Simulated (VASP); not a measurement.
# CdO2 (Fm-3m) in VASP: further runs, part 2 of 2

VASP 6.6.1. Earlier steps stand in the parts before.

**3. Relaxation of cell and atoms, PBEsol**

This run uses another cell than the first one, of 13.16 Å³/atom, 1.088 times its volume.

INCAR

```
SYSTEM = CdO2
  PREC = Accurate
  ENCUT = 600
  EDIFF = 1E-7
  ISMEAR = -1
  SIGMA = 0.03
  LREAL = .FALSE.
  LASPH = .TRUE.
  NELM = 60
  ALGO = Normal
  ISIF = 3
  LWAVE = .FALSE.
  LCHARG = .FALSE.
  GGA = PS
  IBRION = 2
  NSW = 100
  EDIFFG = -0.01
```

KPOINTS

```
regular mesh
0
G
  6 6 6
  0 0 0
```

POSCAR

```
CdO2
1.0
    0.0000000000      2.7023585000      2.7023585000
    2.7023585000      0.0000000000      2.7023585000
    2.7023585000      2.7023585000      0.0000000000
Cd O
1 2
Direct
    0.0000000000      0.0000000000      0.0000000000
    0.7500000000      0.7500000000      0.7500000000
    0.2500000000      0.2500000000      0.2500000000
```

Potentials or basis: VASP PAW PBE potentials, release 64 (Cd, O).

Command:

```bash
> cat potpaw_PBE.64/Cd/POTCAR potpaw_PBE.64/O/POTCAR > POTCAR
> mpirun -np 1 vasp_std > vasp.out
```

OUTCAR:

```text
SYSTEM = CdO2
   PREC = Accurate
   ENCUT = 600
   EDIFF = 1E-7
   ISMEAR = -1
   LREAL = .FALSE.
   LASPH = .TRUE.
   NELM = 60
   ISIF = 3
   GGA = PS
   IBRION = 2
   NSW = 100
   EDIFFG = -0.01

 ion  position               nearest neighbor table
   1  0.000  0.000  0.000-   2 2.34   3 2.34   2 2.34   2 2.34   2 2.34   3 2.34   3 2.34   3 2.34

   2  0.750  0.750  0.750-   1 2.34   1 2.34   1 2.34   1 2.34
   3  0.250  0.250  0.250-   1 2.34   1 2.34   1 2.34   1 2.34

  LATTYP: Found a face centered cubic cell.
 ALAT       =     5.4047170000

  Lattice vectors:

 A1 = (   0.0000000000,   2.7023585000,   2.7023585000)
 A2 = (   2.7023585000,   0.0000000000,   2.7023585000)
 A3 = (   2.7023585000,   2.7023585000,   0.0000000000)

Analysis of symmetry for initial positions (statically):
=====================================================================
 Subroutine PRICEL returns:
 Original cell was already a primitive cell.

 Routine SETGRP: Setting up the symmetry group for a
 face centered cubic supercell.

 Subroutine GETGRP returns: Found 48 space group operations
 (whereof 48 operations were pure point group operations)
 out of a pool of 48 trial point group operations.

The static configuration has the point symmetry O_h .

Analysis of symmetry for dynamics (positions and initial velocities):
=====================================================================
 Subroutine PRICEL returns:
 Original cell was already a primitive cell.

[... 135 lines left out ...]
 maximum number of plane-waves:      1363
 NGX is ok and might be reduce to    32
   NGX = 15   NGY = 15   NGZ = 15

--------------------------------------- Ionic step        1  -------------------------------------------

 number of electron      23.9999997 magnetization

 Free energy of the ion-electron system (eV)
  ---------------------------------------------------
  ext. energy  EPLUGINS =         0.00000000
  ---------------------------------------------------
  free energy    TOTEN  =       -11.52624265 eV

  energy without entropy =      -11.50270791  energy(sigma->0) =      -11.51447528

 E-fermi :  -0.0048     XC(G=0): -10.9779

 val. band max:       -0.0179111261   @ k =  -0.3333   0.3333   0.1667
 cond. band min:      -0.0010382565   @ k =  -0.1667   0.1667   0.0000
 fundamental gap:      0.0168728696
 Fermi energy:        -0.0048205244

 k-point     1 :       0.0000    0.0000    0.0000
  band No.  band energies     occupation
      1     -17.4079      2.00000
      2     -15.2887      2.00000
      3      -6.8534      2.00000
      4      -6.8534      2.00000
      5      -6.8534      2.00000
      6      -5.8018      2.00000
[... 366 lines left out ...]
--------------------------------------- Ionic step        3  -------------------------------------------

 number of electron      24.0000004 magnetization

 Free energy of the ion-electron system (eV)
  ---------------------------------------------------
  ext. energy  EPLUGINS =         0.00000000
  ---------------------------------------------------
  free energy    TOTEN  =       -11.59549019 eV

  energy without entropy =      -11.57238506  energy(sigma->0) =      -11.58393763

 E-fermi :   0.6183     XC(G=0): -11.3741

 val. band max:        0.6171553004   @ k =  -0.1667   0.1667   0.0000
 cond. band min:       0.6186148064   @ k =  -0.3333   0.5000   0.1667
 fundamental gap:      0.0014595059
 Fermi energy:         0.6182848121

 k-point     1 :       0.0000    0.0000    0.0000
  band No.  band energies     occupation
      1     -17.2486      2.00000
      2     -14.7597      2.00000
      3      -6.5891      2.00000
      4      -6.5891      2.00000
      5      -6.5891      2.00000
      6      -5.3085      2.00000
[... 323 lines left out ...]
  FREE ENERGIE OF THE ION-ELECTRON SYSTEM (eV)
  ---------------------------------------------------
  free  energy   TOTEN  =       -11.5954901929 eV

  energy  without entropy=      -11.5723850606  energy(sigma->0) =      -11.58393763

 reached required accuracy - stopping structural energy minimisation
```

Wall time 31 s (1 thread of AMD EPYC 7R13 (Zen 3), shared host); peak memory 0.16 GiB.

Results:

```
Free energy                            : -11.5955 eV
Relaxed volume                         : 12.24 Å³/atom
Relaxed cell                           : a = 3.731 Å, b = 3.731 Å, c = 3.731 Å, α = 60.00°, β = 60.00°, γ = 60.00°
Space group after relaxing (to 0.05 Å) : Fm-3m (No. 225)
Energy gained by relaxing              : 23.1 meV/atom
Ionic steps                            : 3
Pressure after relaxing                : 0.0 GPa
Band gap on the k mesh                 : zero (band 12 reaches 1.11 eV, above the bottom of band 13 at 0.13 eV)
```

The path:
```tsv
step	energy change (eV)	largest force (eV/Å)	pressure (GPa)	volume (Å³)
1	0.0000	0.0000	-7.56	39.47
2	-0.0637	0.0000	2.55	36.03
3	-0.0692	0.0000	0.02	36.73
```

Final structure:
```
Cd O
1.0
     0.00000    2.63834    2.63834
     2.63834    0.00000    2.63834
     2.63834    2.63834    0.00000
Cd O
1 2
Cartesian
  0.0000 0.0000 0.0000
  3.9575 3.9575 3.9575
  1.3192 1.3192 1.3192
```

Levels at points of the mesh, in eV from the Fermi level:
```csv
k point,band 9,band 10,band 11,band 12,band 13,band 14,band 15,band 16
"(0.00, 0.00, 0.00)",-0.64,-0.64,-0.49,-0.49,-0.49,3.71,11.12,11.12
"(0.50, 0.00, 0.00)",-2.51,-1.99,-1.99,-0.23,-0.23,7.74,9.23,13.96
"(0.50, 0.50, 0.00)",-3.60,-3.60,0.12,0.49,0.49,7.68,9.92,11.11
```

Caveat: the PAW data sets were made with another functional, which shifts forces and pressure a little.

**4. Single point, PBEsol**

INCAR

```
PREC = Accurate
ENCUT = 600
EDIFF = 1E-6
ISMEAR = -1
SIGMA = 0.03
LREAL = F
LASPH = T
NELM = 120
ALGO = Normal
ISIF = 2
LWAVE = F
LCHARG = T
GGA = PS
LELF = T
LVHAR = T
NBANDS = 23
GGA_COMPAT = F
```

KPOINTS

```
regular mesh
0
Gamma
  6 6 6
```

POSCAR

```
CdO2
1.0
    0.0000000000      2.6271891128      2.6271891128
    2.6271891128      0.0000000000      2.6271891128
    2.6271891128      2.6271891128      0.0000000000
Cd O
1 2
Direct
    0.0000000000      0.0000000000      0.0000000000
    0.7500000000      0.7500000000      0.7500000000
    0.2500000000      0.2500000000      0.2500000000
```

Potentials or basis: VASP PAW PBE potentials, release 64 (Cd_sv_GW, O).

Command:

```bash
> cat potpaw_PBE.64/Cd_sv_GW/POTCAR potpaw_PBE.64/O/POTCAR > POTCAR
> mpirun -np 1 vasp_std > vasp.out
```

It used 36 s of CPU time on 1 thread of AMD EPYC 7R13 Processor (Zen 3), on a shared host.

The run converged. Its results:

| Property | Result |
| --- | --- |
| Free energy | -11.7410 eV |
| Pressure | -0.5 GPa |
| Band gap on the k mesh | zero (band 16 reaches 3.35 eV, above the bottom of band 17 at 2.37 eV) |

Levels at points of the mesh, in eV from the Fermi level:
| k point | band 14 | band 15 | band 16 | band 17 | band 18 | band 19 |
| --- | --- | --- | --- | --- | --- | --- |
| (0.00, 0.00, 0.00) | -0.66 | -0.46 | -0.46 | -0.46 | 3.80 | 11.15 |
| (0.50, 0.00, 0.00) | -2.03 | -2.03 | -0.21 | -0.21 | 7.87 | 9.24 |
| (0.50, 0.50, 0.00) | -3.66 | 0.09 | 0.51 | 0.51 | 7.77 | 10.03 |

Caveat: the PAW data sets were made with another functional, which shifts forces and pressure a little.

**5. Relaxation of cell and atoms, PBEsol**

This run uses another cell than the first one, of 13.16 Å³/atom, 1.088 times its volume.

INCAR

```
SYSTEM = CdO2
  PREC = Accurate
  ENCUT = 600
  EDIFF = 1E-7
  ISMEAR = -1
  SIGMA = 0.03
  LREAL = .FALSE.
  LASPH = .TRUE.
  NELM = 120
  ALGO = Normal
  ISIF = 3
  LWAVE = .FALSE.
  LCHARG = .FALSE.
  GGA = PS
  IBRION = 2
  NSW = 100
  EDIFFG = -0.01
  GGA_COMPAT = .FALSE.
  NELMIN = 4
```

KPOINTS

```
regular mesh
0
G
  6 6 6
  0 0 0
```

POSCAR

```
CdO2
1.0
    0.0000000000      2.7023585000      2.7023585000
    2.7023585000      0.0000000000      2.7023585000
    2.7023585000      2.7023585000      0.0000000000
Cd O
1 2
Direct
    0.0000000000      0.0000000000      0.0000000000
    0.7500000000      0.7500000000      0.7500000000
    0.2500000000      0.2500000000      0.2500000000
```

Command:

```bash
> cat potpaw_PBE.64/Cd_sv_GW/POTCAR potpaw_PBE.64/O/POTCAR > POTCAR
> mpirun -np 1 vasp_std > vasp.out
```

Wall time 34 s (1 thread of Intel Xeon Platinum 8559C (Emerald Rapids), shared host); peak memory 0.19 GiB.

It converged, with:

| Quantity | Value |
| --- | --- |
| Free energy | -11.7518 eV |
| Relaxed volume | 12.06 Å³/atom |
| Relaxed cell | a = 3.713 Å, b = 3.713 Å, c = 3.713 Å, α = 60.00°, β = 60.00°, γ = 60.00° |
| Space group after relaxing (to 0.05 Å) | Fm-3m (No. 225) |
| Energy gained by relaxing | 33.6 meV/atom |
| Ionic steps | 3 |
| Pressure after relaxing | 0.0 GPa |
| Band gap on the k mesh | zero (band 16 reaches 3.38 eV, above the bottom of band 17 at 2.40 eV) |

Step by step:
| step | energy change (eV) | largest force (eV/Å) | pressure (GPa) | volume (Å³) |
| --- | --- | --- | --- | --- |
| 1 | 0.0000 | 0.0000 | -9.09 | 39.47 |
| 2 | -0.0928 | 0.0000 | 3.14 | 35.36 |
| 3 | -0.1008 | 0.0000 | 0.01 | 36.19 |

Final structure:
```yaml
crystal:
  lattice:
    - [0.00000, 2.62523, 2.62523]
    - [2.62523, 0.00000, 2.62523]
    - [2.62523, 2.62523, 0.00000]
  atoms:
    - { symbol: Cd, position: [0.00000, 0.00000, 0.00000] }
    - { symbol: O, position: [0.75000, 0.75000, 0.75000] }
    - { symbol: O, position: [0.25000, 0.25000, 0.25000] }
```

Levels at points of the mesh, in eV from the Fermi level:
```csv
k point,band 13,band 14,band 15,band 16,band 17,band 18,band 19,band 20
"(0.00, 0.00, 0.00)",-0.67,-0.67,-0.46,-0.46,-0.46,3.82,11.16,11.16
"(0.50, 0.00, 0.00)",-2.57,-2.04,-2.04,-0.21,-0.21,7.89,9.25,14.09
"(0.50, 0.50, 0.00)",-3.67,-3.67,0.09,0.51,0.51,7.79,10.05,11.18
```

Caveat: the PAW data sets were made with another functional, which shifts forces and pressure a little.

**6. Summary**

| task | potentials or basis | cell | cutoff (eV) | second run | gap on the mesh (eV) | pressure (GPa) | relaxed volume (Å³/atom) |
| --- | --- | --- | --- | --- | --- | --- | --- |
| single point | VASP PAW PBE potentials, release 64 (Cd, O) | a = 3.715 Å, angles 60.0°, 3 atoms | 520 | - | none | 1.9 | - |
| relaxation of cell and atoms | VASP PAW PBE potentials, release 64 (Cd, O) | relaxed from a = 3.822 Å, angles 60.0°, 3 atoms | 600 | - | none | 0.0 | 12.24 |
| single point | VASP PAW PBE potentials, release 64 (Cd_sv_GW, O) | a = 3.715 Å, angles 60.0°, 3 atoms | 600 | valence_matched | none | -0.5 | - |
| relaxation of cell and atoms | VASP PAW PBE potentials, release 64 (Cd_sv_GW, O) | relaxed from a = 3.822 Å, angles 60.0°, 3 atoms | 600 | valence_matched | none | 0.0 | 12.06 |

Alike in all rows: level PBEsol; no spin polarisation; k mesh 6 × 6 × 6; smearing fermi-dirac 0.03 eV.

Caveats: the PAW data sets were made with another functional, which shifts forces and pressure a little.

Total energies depend on the potentials used, so only differences within one code and one set of settings carry meaning.
